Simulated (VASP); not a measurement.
# Ti (P2_1/m) in VASP: single point with r2SCAN

Aim: the single point of Ti with r2SCAN.

All numbers are computed with VASP 6.6.1; they aren't measurements. Logs are shortened: lines on timing, memory, paths and dates and some standing lists are left out, and cuts for length are marked.

## (1) The cell of the first run

The structure is monoclinic, space group P2_1/m (No. 11). Conventional cell: a = 2.874 Å, b = 4.686 Å, c = 2.951 Å, α = 90.00°, β = 117.40°, γ = 90.00°. Within 3.8 Å of Ti (site symmetry m) lie 12 Ti at 2.87 to 3.03 Å.

## (2) Single point, r2SCAN (strain -0.0600 x Voigt [0, 0, 0, 0, 0, 1])

POSCAR

```
Ti
1.0
    2.9499978604     -0.0884999358      0.0000000000
   -1.5516421228      2.5990230561      0.0000000000
    0.0000000000      0.0000000000      4.6860000000
Ti
2
Direct
    0.3333333333      0.6666666667      0.2500000000
    0.6666666667      0.3333333333      0.7500000000
```

INCAR.step1

```
SYSTEM = Ti
ALGO     = Normal         ! electronic algorithm
EDIFF    = 1E-4           ! SCF threshold, eV
ENCUT    = 520            ! plane-wave cutoff, eV
GGA      = PE             ! functional
ISMEAR   = 0              ! smearing method
LASPH    = .True.         ! aspherical terms in the spheres
LCHARG   = .False.        ! write CHGCAR
LREAL    = .False.        ! projectors in reciprocal space
LWAVE    = .True.         ! write WAVECAR
NBANDS   = 19             ! bands
NELM     = 100            ! most SCF steps
PREC     = Accurate       ! precision mode
SIGMA    = 0.15           ! smearing width, eV
```

INCAR.step2

```
SYSTEM = Ti
ALGO     = Normal         ! electronic algorithm
EDIFF    = 1E-6           ! SCF threshold, eV
ENCUT    = 520            ! plane-wave cutoff, eV
ISIF     = 2              ! what is computed and relaxed
ISMEAR   = 0              ! smearing method
ISTART   = 1            
LASPH    = .True.         ! aspherical terms in the spheres
LCHARG   = .True.         ! write CHGCAR
LELF     = .True.         ! ELF
LMIXTAU  = .True.       
LREAL    = .False.        ! projectors in reciprocal space
LVHAR    = .True.       
LWAVE    = .False.        ! write WAVECAR
METAGGA  = R2SCAN         ! meta-GGA
NBANDS   = 19             ! bands
NELM     = 100            ! most SCF steps
PREC     = Accurate       ! precision mode
SIGMA    = 0.15           ! smearing width, eV
```

KPOINTS

```
k-points
0
Gamma
  18 18 10
  0 0 0
```

Potentials or basis: VASP PAW PBE potentials, release 64 (Ti_sv).

The run is started by

```sh
cat potpaw_PBE.64/Ti_sv/POTCAR > POTCAR
cp INCAR.step1 INCAR
mpirun -np 1 vasp_std > vasp.out
cp INCAR.step2 INCAR
mpirun -np 1 vasp_std > vasp.out
```

OUTCAR:

```text
SYSTEM = Ti
   EDIFF = 1E-6
   ENCUT = 520
   ISIF = 2
   ISMEAR = 0
   ISTART = 1
   LASPH = .True.
   LREAL = .False.
   METAGGA = R2SCAN
   NELM = 100
   PREC = Accurate

 ion  position               nearest neighbor table
   1  0.333  0.667  0.250-   2 2.87   2 2.87   2 2.90   2 2.90
   2  0.667  0.333  0.750-   1 2.87   1 2.87   1 2.90   1 2.90

  LATTYP: Found a simple monoclinic cell.
 ALAT       =     2.8736953747
 B/A-ratio  =     1.6306530056
 C/A-ratio  =     1.0270138884
 COS(beta)  =    -0.4601897227

  Lattice vectors:

 A1 = (   1.3983557376,   2.5105231203,   0.0000000000)
 A2 = (   0.0000000000,   0.0000000000,  -4.6860000000)
 A3 = (  -2.9499978604,   0.0884999358,   0.0000000000)

Analysis of symmetry for initial positions (statically):
=====================================================================
 Subroutine PRICEL returns:
 Original cell was already a primitive cell.

 Routine SETGRP: Setting up the symmetry group for a
 simple monoclinic supercell.

 Subroutine GETGRP returns: Found  4 space group operations
 (whereof  2 operations were pure point group operations)
 out of a pool of  4 trial point group operations.

The static configuration has the point symmetry S_2 .
 The point group associated with its full space group is C_2h.

Analysis of symmetry for dynamics (positions and initial velocities):
=====================================================================
 Subroutine PRICEL returns:
 Original cell was already a primitive cell.

 Routine SETGRP: Setting up the symmetry group for a
 simple monoclinic supercell.

 Subroutine GETGRP returns: Found  4 space group operations
 (whereof  2 operations were pure point group operations)
 out of a pool of  4 trial point group operations.

The dynamic configuration has the point symmetry S_2 .
 The point group associated with its full space group is C_2h.

 Subroutine INISYM returns: Found  4 space group operations
 (whereof  2 operations are pure point group operations),
 and found     1 'primitive' translations

----------------------------------------------------------------------------------------

                                     Primitive cell

  volume of cell :      35.2846

  direct lattice vectors                    reciprocal lattice vectors
     2.949997860 -0.088499936  0.000000000     0.345165308  0.206067057  0.000000000
    -1.551642123  2.599023056  0.000000000     0.011753304  0.391776794  0.000000000
     0.000000000  0.000000000  4.686000000     0.000000000  0.000000000  0.213401622

  length of vectors
     2.951325061  3.026964506  4.686000000     0.401998411  0.391953054  0.213401622

  position of ions in fractional coordinates (direct lattice)
     0.333333333  0.666666667  0.250000000
     0.666666667  0.333333333  0.750000000

  ion indices of the primitive-cell ions
   primitive index   ion index
                 1           1
                 2           2

----------------------------------------------------------------------------------------

 KPOINTS: k-points

Automatic generation of k-mesh.
 Grid dimensions read from file:
 generate k-points for:   18   18   10

 Generating k-lattice:

  Cartesian coordinates                     Fractional coordinates (reciprocal lattice)
     0.019175850  0.011448170  0.000000000     0.055555556  0.000000000  0.000000000
     0.000652961  0.021765377  0.000000000     0.000000000  0.055555556  0.000000000
     0.000000000  0.000000000  0.021340162     0.000000000  0.000000000  0.100000000

  Length of vectors
     0.022333245  0.021775170  0.021340162

  Shift w.r.t. Gamma in fractional coordinates (k-lattice)
     0.000000000  0.000000000  0.000000000

 Subroutine IBZKPT returns following result:
 ===========================================

 Found    984 irreducible k-points:

 Following reciprocal coordinates:
            Coordinates               Weight
  0.000000  0.000000  0.000000      1.000000
  0.055556 -0.000000  0.000000      2.000000
  0.111111 -0.000000  0.000000      2.000000
  0.166667 -0.000000  0.000000      2.000000
  0.222222  0.000000  0.000000      2.000000
  0.277778 -0.000000  0.000000      2.000000
[... 16 lines left out ...]
 -0.333333  0.055556  0.000000      2.000000
 -0.277778  0.055556  0.000000      2.000000
 [... further k-points ...]
   k-points           NKPTS =    984   k-points in BZ     NKDIM =    984   number of bands    NBANDS=     19
   number of dos      NEDOS =    301   number of ions     NIONS =      2
   total plane-waves  NPLWV =  20736
   dimension x,y,z NGX =    24 NGY =   24 NGZ =   36
   dimension x,y,z NGXF=    48 NGYF=   48 NGZF=   72
   ions per type =               2
   NGX,Y,Z   is equivalent  to a cutoff of  13.52, 13.18, 12.77 a.u.
   NGXF,Y,Z  is equivalent  to a cutoff of  27.04, 26.36, 25.54 a.u.
 SYSTEM =  Ti
   PREC   = accura    normal or accurate (medium, high low for compatibility)
   ISTART =      1    job   : 0-new  1-cont  2-samecut
   ICHARG =      0    charge: 1-file 2-atom 10-const
   ISPIN  =      1    spin polarized calculation?
   LNONCOLLINEAR =      F non collinear calculations
   LSORBIT =      F    spin-orbit coupling
   LASPH  =      T    aspherical Exc in radial PAW
   ENCUT  =  520.0 eV  38.22 Ry    6.18 a.u.   5.49  5.63  8.71*2*pi/ulx,y,z
   NELM   =    100;   NELMIN=  2; NELMDL=  0     # of ELM steps
   EDIFF  = 0.1E-05   stopping-criterion for ELM
   LREAL  =      F    real-space projection
   EDIFFG = 0.1E-04   stopping-criterion for IOM
   NSW    =      0    number of steps for IOM
   IBRION =     -1    ionic relax: 0-MD 1-quasi-New 2-CG
   NFREE  =      0    steps in history (QN), initial steepest desc. (CG)
   ISIF   =      2    stress and relaxation
   ISYM   =      2    0-nonsym 1-usesym 2-fastsym
   POTIM  = 0.5000    time-step for ionic-motion
   TEBEG  =    0.0;   TEEND  =   0.0 temperature during run
   PSTRESS=    0.0 pullay stress
   NELECT =      24.0000    total number of electrons
   NUPDOWN=      -1.0000    fix difference up-down
   EMIN   =  10.00;   EMAX   =-10.00  energy-range for DOS
   EFERMI =   0.00;   METHOD = LEGACY
   ISMEAR =     0;   SIGMA  =   0.15  broadening in eV -4-tet -1-fermi 0-gaus
   EFERMI_NEDOS =   21; number of points for ismear=-14 and -15
   IALGO  =     38    algorithm
   IMIX   =      4    mixing-type and parameters
     AMIX     =   0.40;   BMIX     =  1.00
     AMIX_MAG =   1.60;   BMIX_MAG =  1.00
  volume/ion in A,a.u.               =      17.64       119.06
  Fermi-wavevector in a.u.,A,eV,Ry     =   1.439738  2.720710 28.202778  2.072846
  Thomas-Fermi vector in A             =   2.558560
   LORBIT       =      0    0 simple, 1 ext, 2 COOP (PROOUT), +10 PAW based schemes
   METAGGA = R2SCAN    functional components
   LHFCALC =     F    Hartree Fock is set to
   AEXX    =    0.0000 exact exchange contribution
   IVDW    =     0    specifies the selected vdW correction
   LEPSILON=     F    determine dielectric tensor
   LRPA    =     F    only Hartree local field effects (RPA)
 non-spin polarized calculation
 Gauss-broadening in eV      SIGMA  =   0.15
  energy-cutoff  :      520.00
  volume of cell :       35.28
 maximum number of plane-waves:       978
 NGX is ok and might be reduce to    24
   NGX = 11   NGY = 11   NGZ = 17

 number of electron      24.0000000 magnetization

 Free energy of the ion-electron system (eV)
  ---------------------------------------------------
  ext. energy  EPLUGINS =         0.00000000
  ---------------------------------------------------
  free energy    TOTEN  =       -25.87907981 eV

  energy without entropy =      -25.85780573  energy(sigma->0) =      -25.86844277

 E-fermi :   8.2177     XC(G=0): -12.3150

 val. band max:        8.2168188793   @ k =   0.1667   0.3889   0.4000
 cond. band min:       8.2190235967   @ k =   0.2222   0.2778   0.5000
 fundamental gap:      0.0022047175
 Fermi energy:         8.2176627225

 k-point     1 :       0.0000    0.0000    0.0000
  band No.  band energies     occupation
      1     -51.0320      2.00000
      2     -50.8988      2.00000
      3     -26.5716      2.00000
      4     -25.9570      2.00000
      5     -25.9085      2.00000
      6     -25.8749      2.00000
[... 11 lines left out ...]
     18      10.1328      0.00000
     19      11.4779      0.00000

 k-point     2 :       0.0556   -0.0000    0.0000
  band No.  band energies     occupation
      1     -51.0286      2.00000
      2     -50.8972      2.00000
      3     -26.5643      2.00000
      4     -25.9629      2.00000
      5     -25.9240      2.00000
      6     -25.8776      2.00000
[... 11 lines left out ...]
     18      10.0652      0.00000
     19      11.5188      0.00000

 k-point     3 :       0.1111   -0.0000    0.0000
  band No.  band energies     occupation
      1     -51.0186      2.00000
      2     -50.8929      2.00000
      3     -26.5427      2.00000
      4     -25.9829      2.00000
      5     -25.9647      2.00000
      6     -25.8858      2.00000
[... 11 lines left out ...]
     18       9.9179      0.00000
     19      11.6000      0.00000

 k-point     4 :       0.1667   -0.0000    0.0000
  band No.  band energies     occupation
      1     -51.0030      2.00000
      2     -50.8864      2.00000
      3     -26.5084      2.00000
      4     -26.0422      2.00000
      5     -25.9977      2.00000
      6     -25.9470      2.00000
[... 407 lines left out ...]
     18      11.5370      0.00000
     19      11.8739      0.00000

 k-point    23 :      -0.3333    0.0556    0.0000
  band No.  band energies     occupation
      1     -50.9505      2.00000
      2     -50.8698      2.00000
      3     -26.3817      2.00000
      4     -26.2542      2.00000
      5     -26.1524      2.00000
      6     -26.0715      2.00000
[... 11 lines left out ...]
     18      11.0730      0.00000
     19      11.8432      0.00000

 k-point    24 :      -0.2778    0.0556    0.0000
  band No.  band energies     occupation
      1     -50.9725      2.00000
      2     -50.8760      2.00000
      3     -26.4363      2.00000
      4     -26.1663      2.00000
      5     -26.0869      2.00000
      6     -26.0286      2.00000
[... 11 lines left out ...]
     18      10.6387      0.00000
     19      11.7974      0.00000

 [... further k-points ...]

------------------------ aborting loop because EDIFF is reached ----------------------------------------

  FORCE on cell =-STRESS in cart. coord.  units (eV):
  Direction    XX          YY          ZZ          XY          YZ          ZX
  --------------------------------------------------------------------------------------
  -------------------------------------------------------------------------------------
  Total       -0.3344395     -0.2805564     -0.5207445      0.9439793      0.0000000      0.0000000
  in kB      -15.1859813    -12.7392997    -23.6455809     42.8635141      0.0000000      0.0000000
  external PRESSURE =     -17.1902873 kB  Pullay stress =       0.0000000 kB

 VOLUME and BASIS-vectors are now :
 -----------------------------------------------------------------------------
  energy-cutoff  :      520.00
  volume of cell :       35.28
      direct lattice vectors                 reciprocal lattice vectors
     2.949997860 -0.088499936  0.000000000     0.345165308  0.206067057  0.000000000
    -1.551642123  2.599023056  0.000000000     0.011753304  0.391776794  0.000000000
     0.000000000  0.000000000  4.686000000     0.000000000  0.000000000  0.213401622

 POSITION                                       TOTAL-FORCE (eV/Angst)
 -----------------------------------------------------------------------------------
     -0.05110      1.70318      1.17150         0.194536      0.009842      0.000000
      1.44945      0.80734      3.51450        -0.194536     -0.009842      0.000000
 -----------------------------------------------------------------------------------
    total drift:                               -0.000000      0.000000     -0.000000

  FREE ENERGIE OF THE ION-ELECTRON SYSTEM (eV)
  ---------------------------------------------------
  free  energy   TOTEN  =       -25.8790798107 eV

  energy  without entropy=      -25.8578057311  energy(sigma->0) =      -25.86844277
```

It took 56 min on 1 thread of Oxide Virtual Turin-like, shared host; peak memory 0.57 GiB.

Results:

- Free energy: -25.8791 eV
- Pressure: -1.7 GPa
- Largest force: 0.195 eV/Å
- Band gap on the k mesh: zero (bands 12 and 13 overlap by 0.96 eV)

Forces in eV/Å, atoms in the order of the input:
```
Ti   0.195  0.010  0.000
Ti  -0.195 -0.010  0.000
```

Levels at points of the mesh, in eV from the Fermi level:
```
           k point  band 9  band 10  band 11  band 12  band 13  band 14  band 15  band 16
(0.00, 0.00, 0.00)   -6.57    -2.81     0.50     0.50     0.94     1.07     1.27     1.72
(0.50, 0.00, 0.00)   -2.42    -2.25    -1.88    -0.58     0.36     0.78     1.45     3.56
(0.00, 0.50, 0.00)   -2.47    -2.20    -1.90    -0.81     0.47     0.86     1.25     3.44
(0.50, 0.50, 0.00)   -2.55    -2.19    -1.88    -1.05     0.58     0.93     1.03     3.43
(0.00, 0.00, 0.50)   -4.66    -4.66     0.06     0.06     0.47     0.47     1.14     1.14
(0.50, 0.00, 0.50)   -2.59    -2.59    -0.82    -0.82     1.47     1.47     1.71     1.71
(0.00, 0.50, 0.50)   -2.62    -2.62    -0.84    -0.84     1.23     1.23     1.91     1.91
(0.50, 0.50, 0.50)   -2.66    -2.66    -0.88    -0.88     0.98     0.98     2.10     2.10
```

Caveat: the cell differs from its parent crystal (strain -0.0600 x Voigt [0, 0, 0, 0, 0, 1]); the PAW data sets were made with another functional, which shifts forces and pressure a little.
